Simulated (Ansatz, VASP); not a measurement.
## ZrAg4Se3: VASP beside Ansatz

```
CELL_PARAMETERS angstrom
3.63497 0.00000 0.00000
-1.81748 3.14798 0.00000
0.00000 0.00000 15.05021
ATOMIC_POSITIONS crystal
Zr 0.00000 0.00000 0.50000
Ag 0.00000 0.00000 0.75181
Ag 0.00000 0.00000 0.24819
Ag 0.66667 0.33333 0.88043
Ag 0.33333 0.66667 0.11957
Se 0.66667 0.33333 0.61324
Se 0.33333 0.66667 0.38676
Se 0.00000 0.00000 0.00000
```

Alike in both runs: functional PBE; k mesh 12 × 12 × 4; occupations gaussian, width 0.1 eV; no spin polarisation.

Ansatz relaxed the structure, and its values are those at the end. VASP's run is a single point on that final structure, the one shown.

|  | VASP | Ansatz |
| --- | --- | --- |
| version | VASP 6.6.1 | Ansatz 0.2.0 |
| potentials or method | VASP PAW PBE potentials, release 64 (Zr_sv, Ag, Se), cutoff 520 eV | scalar-relativistic, plane waves, PAW |
| valence electrons in the cell | 74 | 136 |

VASP gave:

```
gap on the k mesh at the Fermi level (eV) : none
pressure (GPa)                            : 0.0
rms of the force components (eV/Å)        : 0.006
```

Q: Which values does Ansatz return?

A: gap on the k mesh at the Fermi level (eV): none; pressure (GPa): 0.0; rms of the force components (eV/Å): 0.001.

A gap of «none» marks a metal or a gap that the smearing closes. VASP's potentials hold 74 valence electrons a cell and Ansatz's 136, so a difference there can come from the potentials and not from the codes.
